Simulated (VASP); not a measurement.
Here is a VASP 6.6.1 calculation.

The input INCAR:

```
SYSTEM = CoPtO2
ALGO = Normal
EDIFF = 1E-6
ENCUT = 520
GGA = PE
ISIF = 2
ISMEAR = 0
ISPIN = 2
LASPH = .True.
LCHARG = .False.
LDAU = .True.
LDAUJ = 0 0 0
LDAUL = -1 2 -1
LDAUPRINT = 1
LDAUTYPE = 2
LDAUU = 0 3.3 0
LMAXMIX = 4
LORBIT = 11
LREAL = .False.
LWAVE = .False.
MAGMOM = -0.3 2.51 -0.12 -0.12
NBANDS = 28
NELM = 150
PREC = Accurate
SIGMA = 0.05
```

KPOINTS

```
k-points
0
Gamma
  8 8 8
  0 0 0
```

Contents of POSCAR:

```
CoPtO2
1.0
    1.5280828765      0.8822390601      6.0264207024
   -1.5280828765      0.8822390601      6.0264207024
    0.0000000000     -1.7644781202      6.0264207024
Pt Co O
1 1 2
Direct
    0.0000000000      0.0000000000      0.0000000000
    0.5000000000      0.5000000000      0.5000000000
    0.1087056811      0.1087056811      0.1087056811
    0.8912943189      0.8912943189      0.8912943189
```

Potentials or basis: VASP PAW PBE potentials, release 64 (Pt, Co, O).

Command:

```console
$ cat potpaw_PBE.64/Pt/POTCAR potpaw_PBE.64/Co/POTCAR potpaw_PBE.64/O/POTCAR > POTCAR
$ mpirun -np 1 vasp_std > vasp.out
```

Problem. Estimate the net moment.

Solution. 1.84 μB per cell.

Problem. Estimate the site moments.

Solution. Pt -0.36; Co +2.43; O -0.11 μB.

Problem. What does it give for the largest force?

Solution. 0.136 eV/Å.

Stress tensor (GPa, compression positive):
```
-8.28  0.00  0.00
 0.00 -8.28  0.00
 0.00  0.00 -6.53
```

Caveat: the cell stands under tension; a cell with one magnetic atom can't hold antiferromagnetic order, which such compounds often take. The state reached can hang on the start; a lower one may exist.
